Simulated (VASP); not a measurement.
# Pb (Fd-3m) in VASP: single point with LDA

Aim: the single point of Pb with LDA.

Everything below comes from runs of VASP 6.6.1. Logs are shortened: lines on timing, memory, paths and dates and some standing lists are left out, and cuts for length are marked.

### Step 1. The cell of the first run

Symmetry: Fd-3m, No. 227, cubic system. Conventional cell: a = 6.844 Å, b = 6.844 Å, c = 6.844 Å, α = 90.00°, β = 90.00°, γ = 90.00°. Pb (site symmetry -43m) has 4 Pb at 2.96 Å within 3.9 Å.

This isn't the form of Pb at room conditions, which is fcc.

### Step 2. Single point, LDA, non-collinear spin, zero start, spin-orbit coupling

The input, INCAR:

```
SYSTEM = Pb
PREC     = Accurate       ! precision mode
ENCUT    = 520            ! plane-wave cutoff, eV
EDIFF    = 1E-6           ! SCF threshold, eV
ISMEAR   = -1             ! smearing method
SIGMA    = 0.05           ! smearing width, eV
LREAL    = .False.        ! projectors in reciprocal space
LASPH    = .True.         ! aspherical terms in the spheres
NELM     = 150            ! most SCF steps
ALGO     = Normal         ! electronic algorithm
ISIF     = 2              ! what is computed and relaxed
LWAVE    = .False.        ! write WAVECAR
LCHARG   = .False.        ! write CHGCAR
MAGMOM   = 0 0 0 0 0 0    ! initial moments
LORBIT   = 11             ! projections on sites
LSORBIT  = .True.         ! spin-orbit coupling
GGA_COMPAT= .False.      
LORBMOM  = .True.       
GGA      = CA             ! functional
NBANDS   = 40             ! bands
```

The input, KPOINTS:

```
regular mesh
0
Gamma
  11 11 11
  0 0 0
```

The input, POSCAR:

```
Pb
1.0
    0.0000000000      3.4220731882      3.4220731882
    3.4220731882      0.0000000000      3.4220731882
    3.4220731882      3.4220731882      0.0000000000
Pb
2
Direct
   -0.1250000000     -0.1250000000     -0.1250000000
    0.1250000000      0.1250000000      0.1250000000
```

Potentials or basis: VASP PAW LDA potentials, release 64 (Pb_d).

Launch:

```sh
cat potpaw_LDA.64/Pb_d/POTCAR > POTCAR
mpirun -np 1 vasp_ncl > vasp.out
```

OUTCAR:

```text
SYSTEM = Pb
   PREC = Accurate
   ENCUT = 520
   EDIFF = 1E-6
   ISMEAR = -1
   LREAL = .False.
   LASPH = .True.
   NELM = 150
   ISIF = 2
   LORBIT = 11
   LSORBIT = .True.
   GGA = CA

 ion  position               nearest neighbor table
   1  0.875  0.875  0.875-   2 2.96   2 2.96   2 2.96   2 2.96
   2  0.125  0.125  0.125-   1 2.96   1 2.96   1 2.96   1 2.96

  LATTYP: Found a face centered cubic cell.
 ALAT       =     6.8441463764

  Lattice vectors:

 A1 = (   0.0000000000,   3.4220731882,   3.4220731882)
 A2 = (   3.4220731882,   0.0000000000,   3.4220731882)
 A3 = (   3.4220731882,   3.4220731882,   0.0000000000)

Analysis of symmetry for initial positions (statically):
=====================================================================
 Subroutine PRICEL returns:
 Original cell was already a primitive cell.

 Routine SETGRP: Setting up the symmetry group for a
 face centered cubic supercell.

 Subroutine GETGRP returns: Found 48 space group operations
 (whereof 12 operations were pure point group operations)
 out of a pool of 48 trial point group operations.

The static configuration has the point symmetry D_3d.
 The point group associated with its full space group is O_h .

Analysis of symmetry for dynamics (positions and initial velocities):
=====================================================================
 Subroutine PRICEL returns:
 Original cell was already a primitive cell.

 Routine SETGRP: Setting up the symmetry group for a
 face centered cubic supercell.

 Subroutine GETGRP returns: Found 48 space group operations
 (whereof 12 operations were pure point group operations)
 out of a pool of 48 trial point group operations.

The dynamic configuration has the point symmetry D_3d.
 The point group associated with its full space group is O_h .

Analysis of structural, dynamic, and magnetic symmetry:
=====================================================================
 Subroutine PRICEL returns:
 Original cell was already a primitive cell.

 Routine SETGRP: Setting up the symmetry group for a
 face centered cubic supercell.

 Subroutine GETGRP returns: Found 48 space group operations
 (whereof 12 operations were pure point group operations)
 out of a pool of 48 trial point group operations.

The overall configuration has the point symmetry D_3d.
 The point group associated with its full space group is O_h .

 Subroutine INISYM returns: Found 48 space group operations
 (whereof 12 operations are pure point group operations),
 and found     1 'primitive' translations

----------------------------------------------------------------------------------------

                                     Primitive cell

  volume of cell :      80.1490

  direct lattice vectors                    reciprocal lattice vectors
     0.000000000  3.422073188  3.422073188    -0.146110259  0.146110259  0.146110259
     3.422073188  0.000000000  3.422073188     0.146110259 -0.146110259  0.146110259
     3.422073188  3.422073188  0.000000000     0.146110259  0.146110259 -0.146110259

  length of vectors
     4.839542314  4.839542314  4.839542314     0.253070392  0.253070392  0.253070392

  position of ions in fractional coordinates (direct lattice)
     0.875000000  0.875000000  0.875000000
     0.125000000  0.125000000  0.125000000

  ion indices of the primitive-cell ions
   primitive index   ion index
                 1           1
                 2           2

----------------------------------------------------------------------------------------

 KPOINTS: regular mesh

Automatic generation of k-mesh.
 Grid dimensions read from file:
 generate k-points for:   11   11   11

 Generating k-lattice:

  Cartesian coordinates                     Fractional coordinates (reciprocal lattice)
[... 99 lines left out ...]

 number of electron      28.0000007 magnetization       0.0000000      0.0000000     -0.0000000

 number of electron      28.0000007 magnetization      -0.0000000     -0.0000000      0.0000000

 Free energy of the ion-electron system (eV)
  ---------------------------------------------------
  ext. energy  EPLUGINS =         0.00000000
  ---------------------------------------------------
  free energy    TOTEN  =        -9.13271511 eV

  energy without entropy =       -9.13051691  energy(sigma->0) =       -9.13161601

 E-fermi :   4.2493     XC(G=0):  -8.8071

 val. band max:        4.2267622185   @ k =  -0.0909   0.0909   0.0000
 cond. band min:       4.3656710970   @ k =  -0.4545   0.0909   0.0000
 fundamental gap:      0.1389088786
 Fermi energy:         4.2492768801

 k-point     1 :       0.0000    0.0000    0.0000
  band No.  band energies     occupation
      1     -14.2190      1.00000
      2     -14.2190      1.00000
      3     -14.2190      1.00000
      4     -14.2190      1.00000
      5     -14.0952      1.00000
      6     -14.0952      1.00000
[... 1021 lines left out ...]
     39      11.1175      0.00000
     40      11.1175      0.00000

 [... further k-points ...]

------------------------ aborting loop because EDIFF is reached ----------------------------------------

  FORCE on cell =-STRESS in cart. coord.  units (eV):
  Direction    XX          YY          ZZ          XY          YZ          ZX
  --------------------------------------------------------------------------------------
  -------------------------------------------------------------------------------------
  Total        0.0657615      0.0657615      0.0657615      0.0000000      0.0000000     -0.0000000
  in kB        1.3145719      1.3145719      1.3145719      0.0000000      0.0000000     -0.0000000
  external PRESSURE =       1.3145719 kB  Pullay stress =       0.0000000 kB

 VOLUME and BASIS-vectors are now :
 -----------------------------------------------------------------------------
  energy-cutoff  :      520.00
  volume of cell :       80.15
      direct lattice vectors                 reciprocal lattice vectors
     0.000000000  3.422073188  3.422073188    -0.146110259  0.146110259  0.146110259
     3.422073188  0.000000000  3.422073188     0.146110259 -0.146110259  0.146110259
     3.422073188  3.422073188  0.000000000     0.146110259  0.146110259 -0.146110259

 POSITION                                       TOTAL-FORCE (eV/Angst)
 -----------------------------------------------------------------------------------
      5.98863      5.98863      5.98863        -0.000000      0.000000      0.000000
      0.85552      0.85552      0.85552         0.000000     -0.000000     -0.000000
 -----------------------------------------------------------------------------------
    total drift:                               -0.000000      0.000000      0.000000

  FREE ENERGIE OF THE ION-ELECTRON SYSTEM (eV)
  ---------------------------------------------------
  free  energy   TOTEN  =        -9.1327151066 eV

  energy  without entropy=       -9.1305169140  energy(sigma->0) =       -9.13161601

 orbital moment (x)

 # of ion     p       d       tot
 ----------------------------------------
  1        -0.000  -0.000  -0.000
  2        -0.000  -0.000  -0.000
 ----------------------------------------
           -0.000  -0.000  -0.000

 orbital moment (y)

 # of ion     p       d       tot
 ----------------------------------------
  1         0.000  -0.000   0.000
  2         0.000  -0.000   0.000
 ----------------------------------------
            0.000  -0.000   0.000

 orbital moment (z)

 # of ion     p       d       tot
 ----------------------------------------
  1         0.000  -0.000  -0.000
  2         0.000  -0.000  -0.000
 ----------------------------------------
            0.000  -0.000  -0.000

 Spin-Orbit-Coupling matrix elements

 Ion:    1  E_soc:     -1.2910949
 l=   1
     0.0000000    -0.1460921    -0.1460921
    -0.1460921     0.0000000    -0.1460921
    -0.1460921    -0.1460921     0.0000000
 l=   2
     0.0000000    -0.0134874     0.0000000    -0.0134874    -0.0556030
    -0.0134874     0.0000000    -0.0417023    -0.0134874    -0.0139008
     0.0000000    -0.0417023     0.0000000    -0.0417023     0.0000000
    -0.0134874    -0.0134874    -0.0417023     0.0000000    -0.0139008
    -0.0556030    -0.0139008     0.0000000    -0.0139008     0.0000000
 l=   3
     0.0000000     0.0000000     0.0000000     0.0000000     0.0000000     0.0000000     0.0000000
     0.0000000     0.0000000     0.0000000     0.0000000     0.0000000     0.0000000     0.0000000
     0.0000000     0.0000000     0.0000000     0.0000000     0.0000000     0.0000000     0.0000000
     0.0000000     0.0000000     0.0000000     0.0000000     0.0000000     0.0000000     0.0000000
     0.0000000     0.0000000     0.0000000     0.0000000     0.0000000     0.0000000     0.0000000
     0.0000000     0.0000000     0.0000000     0.0000000     0.0000000     0.0000000     0.0000000
     0.0000000     0.0000000     0.0000000     0.0000000     0.0000000     0.0000000     0.0000000

 Ion:    2  E_soc:     -1.2910949
 l=   1
     0.0000000    -0.1460921    -0.1460921
    -0.1460921     0.0000000    -0.1460921
    -0.1460921    -0.1460921     0.0000000
 l=   2
     0.0000000    -0.0134874     0.0000000    -0.0134874    -0.0556030
    -0.0134874     0.0000000    -0.0417023    -0.0134874    -0.0139008
     0.0000000    -0.0417023     0.0000000    -0.0417023     0.0000000
    -0.0134874    -0.0134874    -0.0417023     0.0000000    -0.0139008
    -0.0556030    -0.0139008     0.0000000    -0.0139008     0.0000000
 l=   3
     0.0000000     0.0000000     0.0000000     0.0000000     0.0000000     0.0000000     0.0000000
     0.0000000     0.0000000     0.0000000     0.0000000     0.0000000     0.0000000     0.0000000
     0.0000000     0.0000000     0.0000000     0.0000000     0.0000000     0.0000000     0.0000000
     0.0000000     0.0000000     0.0000000     0.0000000     0.0000000     0.0000000     0.0000000
     0.0000000     0.0000000     0.0000000     0.0000000     0.0000000     0.0000000     0.0000000
     0.0000000     0.0000000     0.0000000     0.0000000     0.0000000     0.0000000     0.0000000
     0.0000000     0.0000000     0.0000000     0.0000000     0.0000000     0.0000000     0.0000000

 total charge

# of ion       s       p       d       tot
------------------------------------------
    1        1.327   0.936   9.802  12.065
    2        1.327   0.936   9.802  12.065
--------------------------------------------------
tot          2.655   1.871  19.605  24.131

 magnetization (x)

# of ion       s       p       d       tot
------------------------------------------
    1        0.000  -0.000   0.000  -0.000
    2       -0.000  -0.000   0.000  -0.000
--------------------------------------------------
tot          0.000  -0.000   0.000  -0.000

 magnetization (y)

# of ion       s       p       d       tot
------------------------------------------
    1       -0.000  -0.000   0.000  -0.000
    2       -0.000  -0.000   0.000  -0.000
--------------------------------------------------
tot         -0.000  -0.000   0.000  -0.000

 magnetization (z)

# of ion       s       p       d       tot
------------------------------------------
    1        0.000   0.000   0.000   0.000
    2        0.000   0.000   0.000   0.000
--------------------------------------------------
tot          0.000   0.000   0.000   0.000
```

Wall time 16 min (1 thread of Intel Xeon 8259CL, shared host); peak memory 0.44 GiB.

Results:

| Property | Result |
| --- | --- |
| Free energy | -9.1327 eV |
| Pressure | 0.1 GPa |
| Net moment | 0.00 μB per cell |
| Valence electrons inside the program's atomic spheres | Pb 12.06 |

Moments on the atoms (μB; x, y, z):
```
Pb  0.00 0.00 0.00
Pb  0.00 0.00 0.00
```
